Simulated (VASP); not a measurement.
A run of VASP 6.6.1 is set up as follows.

The input POSCAR:

```
GaN
1.0
    0.0000000000      2.1352350000      2.1352350000
    2.1352350000      0.0000000000      2.1352350000
    2.1352350000      2.1352350000      0.0000000000
Ga N
1 1
Direct
    0.0000000000      0.0000000000      0.0000000000
    0.5000000000      0.5000000000      0.5000000000
```

File INCAR.step1:

```
PREC = Accurate
ENCUT = 520
ISMEAR = -1
SIGMA = 0.05
LREAL = F
LASPH = T
NELM = 80
NBANDS = 16
GGA = PE
ALGO = Normal
EDIFF = 1E-4
LWAVE = T
LCHARG = F
```

File INCAR.step2:

```
PREC = Accurate
ENCUT = 520
EDIFF = 1E-6
ISMEAR = -1
SIGMA = 0.05
LREAL = F
LASPH = T
NELM = 80
ALGO = Normal
ISIF = 2
LWAVE = F
LCHARG = F
METAGGA = R2SCAN
LMIXTAU = T
NBANDS = 16
ISTART = 1
```

The input KPOINTS:

```
Automatic mesh
0
Gamma
  11 11 11
```

Potentials or basis: VASP PAW PBE potentials, release 64 (Ga_d, N).

The run is started by

```console
$ cat potpaw_PBE.64/Ga_d/POTCAR potpaw_PBE.64/N/POTCAR > POTCAR
$ cp INCAR.step1 INCAR
$ mpirun -np 1 vasp_std > vasp.out
$ cp INCAR.step2 INCAR
$ mpirun -np 1 vasp_std > vasp.out
```

Q: Estimate the band gap on the k mesh.

A: 1.04 eV, indirect (least direct gap 2.92 eV).

Q: What does it give for the pressure?

A: -7.4 GPa.

Caveat: the PAW data sets were made with another functional, which shifts forces and pressure a little. A k mesh can miss the band edges.
